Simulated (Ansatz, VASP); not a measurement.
## MgSi in VASP and in Ansatz

```
Mg Si
1.0
     2.90839    0.00000    0.00000
     0.00000    2.90839    0.00000
     0.00000    0.00000    4.10343
Mg Si
1 1
Direct
  0.00000 0.00000 0.07311
  0.50000 0.50000 0.50000
```

Change from the starting cell: all Mg atoms moved -0.300 Å, as atom 1 towards its neighbour atom 1 (Mg) at 4.103 Å.

Alike in both runs: task single point; functional LDA; k mesh 16 × 16 × 12; occupations gaussian, width 0.15 eV; no spin polarisation.

|  | VASP | Ansatz |
| --- | --- | --- |
| version | VASP 6.6.1 | Ansatz 0.2.0 |
| potentials or method | VASP PAW LDA potentials, release 64 (Mg, Si), cutoff 520 eV | scalar-relativistic, plane waves, PAW |
| valence electrons in the cell | 6 | 14 |

```csv
,VASP,Ansatz,Ansatz less VASP
gap on the k mesh at the Fermi level (eV),none,none,-
pressure (GPa),-0.8,-0.5,+0.35
"traceless stress, the component that is largest in VASP (GPa)",-1.79,-1.77,+0.021
rms of the force components (eV/Å),0.624,0.621,-0.0030
```

LDA's correlation is that of Perdew and Zunger in VASP and of Perdew and Wang (1992) in Ansatz. Atom by atom the forces differ by 0.003 eV/Å (rms over components). A gap of «none» marks a metal or a gap that the smearing closes. VASP's potentials hold 6 valence electrons a cell and Ansatz's 14, so a difference there can come from the potentials and not from the codes.
